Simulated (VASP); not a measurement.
Here is a VASP 6.6.1 calculation.

File INCAR:

```
PREC = Accurate
ENCUT = 600
EDIFF = 1E-7
ISMEAR = -1
SIGMA = 0.1
LREAL = False
LASPH = True
NELM = 100
ALGO = Normal
ISIF = 3
LWAVE = False
LCHARG = False
GGA = PE
IBRION = 2
NSW = 80
EDIFFG = -0.01
```

Contents of KPOINTS:

```
Automatic mesh
0
Gamma
  12 12 7
```

The input POSCAR:

```
Ta
1.0
    2.9451288715      0.0000000000      0.0000000000
   -1.4725644358      2.5505564202      0.0000000000
    0.0000000000      0.0000000000      4.8093954472
Ta
2
Direct
    0.3333333333      0.6666666667      0.2500000000
    0.6666666667      0.3333333333      0.7500000000
```

Potentials or basis: VASP PAW PBE potentials, release 64 (Ta_pv).

Run with:

```console
$ cat potpaw_PBE.64/Ta_pv/POTCAR > POTCAR
$ mpirun -np 1 vasp_std > vasp.out
```

(1) What does it give for the band gap on the k mesh?

(2) Predict the relaxed volume.

(3) What does it give for the space group after relaxing (to 0.05 Å)?

(4) Estimate the relaxed cell.

## Answers

(1) zero (band 11 reaches 6.71 eV, above the bottom of band 12 at 4.99 eV).

(2) 18.75 Å³/atom.

(3) P6_3/mmc (No. 194).

(4) a = 2.899 Å, b = 2.899 Å, c = 5.152 Å, α = 90.00°, β = 90.00°, γ = 120.00°.

Caveat: spin-orbit coupling is left out, which moves the levels of the heavy elements.
